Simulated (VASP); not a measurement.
TiHg, 2 atoms in the cell. It takes space group P4/mmm (No. 123, tetragonal). Conventional cell: a = 2.979 Å, b = 2.979 Å, c = 4.000 Å, α = 90.00°, β = 90.00°, γ = 90.00°. Within 3.8 Å of Ti (site symmetry 4/mmm) lie 8 Hg at 2.90 Å and 4 Ti at 2.98 Å. Within 3.8 Å of Hg (site symmetry 4/mmm) lie 8 Ti at 2.90 Å and 4 Hg at 2.98 Å. 

| Quantity | Value |
| --- | --- |
| Program | VASP 6.6.1 |
| Task | relaxation of cell and atoms |
| Functional | PBEsol |
| Potentials or basis | VASP PAW PBE potentials, release 64 (Ti_sv, Hg) |
| Cutoff | 600 eV |
| k mesh | 11 × 11 × 8 |
| Occupations | fermi-dirac, width 0.05 eV |
| Spin | no spin polarisation |
| Dipole correction | no |
| Further INCAR settings | ALGO = Normal; EDIFF = 1e-07; IBRION = 2; EDIFFG = -0.005; NSW = 100; ISIF = 3 |

Potentials or basis: VASP PAW PBE potentials, release 64 (Ti_sv, Hg).

Run with:

```bash
$ cat potpaw_PBE.64/Ti_sv/POTCAR potpaw_PBE.64/Hg/POTCAR > POTCAR
$ mpirun -np 1 vasp_std > vasp.out
```

Hardware: 1 thread of AMD EPYC 9R14 (Zen 4) (shared host).

Task: How long does it take, and how much memory?

Result: It took 110 s on 1 thread of AMD EPYC 9R14 (Zen 4) (shared host), peak memory 0.19 GiB. Counts: scf iterations 49, k points 105, ion steps 5.
